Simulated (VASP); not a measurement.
A run of VASP 6.6.1:

The input INCAR:

```
SYSTEM = Sb
  PREC = Accurate
  ENCUT = 600
  EDIFF = 1E-7
  ISMEAR = 0
  SIGMA = 0.1
  LREAL = .False.
  LASPH = .True.
  NELM = 60
  ALGO = Normal
  ISIF = 3
  LWAVE = .False.
  LCHARG = .False.
  GGA = PS
  IBRION = 2
  NSW = 90
  EDIFFG = -0.04
```

The input KPOINTS:

```
regular mesh
0
Gamma
  8 8 8
  0 0 0
```

File POSCAR:

```
Sb
1.0
   -1.7227677635      1.7227677635      2.6209398324
    1.7227677635     -1.7227677635      2.6209398324
    1.7227677635      1.7227677635     -2.6209398324
Sb
1
Direct
    0.0000000000      0.0000000000      0.0000000000
```

Potentials or basis: VASP PAW PBE potentials, release 64 (Sb).

Launch:

```sh
$ cat potpaw_PBE.64/Sb/POTCAR > POTCAR
$ mpirun -np 1 vasp_std > vasp.out
```

Hardware: 1 thread of Intel Xeon 8259CL (shared host).

**Question.** How long does it take, and how much memory?

**Answer.** It took 76 s on 1 thread of Intel Xeon 8259CL, with other jobs on the host, peak memory 0.18 GiB. Counts: scf iterations 49, k points 59, ion steps 7.
